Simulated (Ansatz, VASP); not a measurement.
Ru in VASP and in Ansatz

```
Ru
1.0
     2.67525    0.00000    0.00000
    -1.33762    2.31683    0.00000
     0.00000    0.00000    4.22381
Ru
2
Direct
  0.33333 0.66667 0.25000
  0.66667 0.33333 0.75000
```

Alike in both runs: functional LDA; k mesh 18 × 18 × 12; occupations gaussian, width 0.2 eV; no spin polarisation.

Ansatz relaxed the structure, and its values are those at the end. VASP's run is a single point on that final structure, the one shown.

|  | VASP | Ansatz |
| --- | --- | --- |
| version | VASP 6.6.1 | Ansatz 0.2.0 |
| potentials or method | VASP PAW LDA potentials, release 64 (Ru_pv) | scalar-relativistic, plane waves, PAW |
| plane-wave cutoff (eV) | 520 | 420 |
| valence electrons in the cell | 28 | 32 |

|  | VASP | Ansatz | Ansatz less VASP |
| --- | --- | --- | --- |
| gap on the k mesh at the Fermi level (eV) | none | none | - |
| pressure (GPa) | 1.0 | 0.0 | -1.02 |

LDA's correlation is that of Perdew and Zunger in VASP and of Perdew and Wang (1992) in Ansatz. A gap of «none» marks a metal or a gap that the smearing closes. VASP's potentials hold 28 valence electrons a cell and Ansatz's 32, so a difference there can come from the potentials and not from the codes.
